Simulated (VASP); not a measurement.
Set up this calculation in VASP 6.6.1, as the native input.

```
Task                   : single point
Functional             : PBE
Potentials or basis    : VASP PAW PBE potentials, release 64 (Al, O)
Cutoff                 : 520 eV
k mesh                 : 7 × 7 × 7
Occupations            : fermi-dirac, width 0.05 eV
Spin                   : no spin polarisation
Dipole correction      : no
Further INCAR settings : ALGO = Normal; EDIFF = 1e-06; NBANDS = 35
```

The structure of Al2O3 lies in POSCAR:

```
Al2O3
1.0
    2.3642746864      1.3650146266      4.3027928600
   -2.3642746864      1.3650146266      4.3027928600
    0.0000000000     -2.7300292533      4.3027928600
Al O
4 6
Direct
    0.8521600000      0.8521600000      0.8521600000
    0.6478400000      0.6478400000      0.6478400000
    0.1478400000      0.1478400000      0.1478400000
    0.3521600000      0.3521600000      0.3521600000
    0.0566800000      0.7500000000      0.4433200000
    0.7500000000      0.4433200000      0.0566800000
    0.4433200000      0.0566800000      0.7500000000
    0.9433200000      0.2500000000      0.5566800000
    0.2500000000      0.5566800000      0.9433200000
    0.5566800000      0.9433200000      0.2500000000
```

The input as run:

INCAR

```
PREC = Accurate
ENCUT = 520
EDIFF = 1E-6
ISMEAR = -1
SIGMA = 0.05
LREAL = F
LASPH = T
NELM = 100
ALGO = Normal
ISIF = 2
LWAVE = F
LCHARG = F
GGA = PE
NBANDS = 35
```

KPOINTS

```
Automatic mesh
0
Gamma
  7 7 7
```

Potentials or basis: VASP PAW PBE potentials, release 64 (Al, O).

The run is started by

```sh
$ cat potpaw_PBE.64/Al/POTCAR potpaw_PBE.64/O/POTCAR > POTCAR
$ mpirun -np 1 vasp_std > vasp.out
```

Results of the run:

| Item | Value |
| --- | --- |
| Pressure | 12.7 GPa |
| Largest force | 0.040 eV/Å |
| Band gap on the k mesh | 6.47 eV |

Caveat: the cell stands under pressure.

It took 3.8 min on 1 thread of Intel Xeon 8259CL, on a shared host, peak memory 0.28 GiB.
